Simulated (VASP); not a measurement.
A run of VASP 6.6.1 is set up as follows.

File INCAR:

```
SYSTEM = BiSe4
  PREC = Accurate
  ENCUT = 600
  EDIFF = 1E-7
  ISMEAR = 0
  SIGMA = 0.1
  LREAL = .False.
  LASPH = .True.
  NELM = 80
  ALGO = Normal
  ISIF = 3
  LWAVE = .False.
  LCHARG = .False.
  GGA = PE
  IBRION = 2
  NSW = 100
  EDIFFG = -0.01
```

The input KPOINTS:

```
Automatic mesh
0
Gamma
  8 8 8
  0 0 0
```

Contents of POSCAR:

```
BiSe4
1.0
   -3.3604365762      3.3604365762      3.3604365762
    3.3604365762     -3.3604365762      3.3604365762
    3.3604365762      3.3604365762     -3.3604365762
Bi Se
1 4
Direct
    0.0000000000      0.0000000000      0.0000000000
    0.5000000000      0.5000000000      0.5000000000
    0.0000000000      0.0000000000      0.5000000000
    0.0000000000      0.5000000000      0.0000000000
    0.5000000000      0.0000000000      0.0000000000
```

Potentials or basis: VASP PAW PBE potentials, release 64 (Bi_d, Se).

The run is started by

```bash
$ cat potpaw_PBE.64/Bi_d/POTCAR potpaw_PBE.64/Se/POTCAR > POTCAR
$ mpirun -np 1 vasp_std > vasp.out
```

Q: Predict the relaxed cell.

A: a = 5.803 Å, b = 5.803 Å, c = 5.803 Å, α = 109.47°, β = 109.47°, γ = 109.47°.

Q: Estimate the space group after relaxing (to 0.1 Å).

A: Im-3m (No. 229).

Q: What does it give for the band gap on the k mesh?

A: Zero (an odd number of electrons rules out a gap without spin polarisation).

Q: Estimate the relaxed volume.

A: 30.09 Å³/atom.

The path:
| step | energy change (eV) | largest force (eV/Å) | pressure (GPa) | volume (Å³) |
| --- | --- | --- | --- | --- |
| 1 | 0.0000 | 0.0000 | -0.39 | 151.79 |
| 2 | -0.0016 | 0.0000 | 0.08 | 150.18 |
| 3 | -0.0017 | 0.0000 | 0.00 | 150.43 |

Caveat: spin-orbit coupling is left out, which moves the levels of the heavy elements.
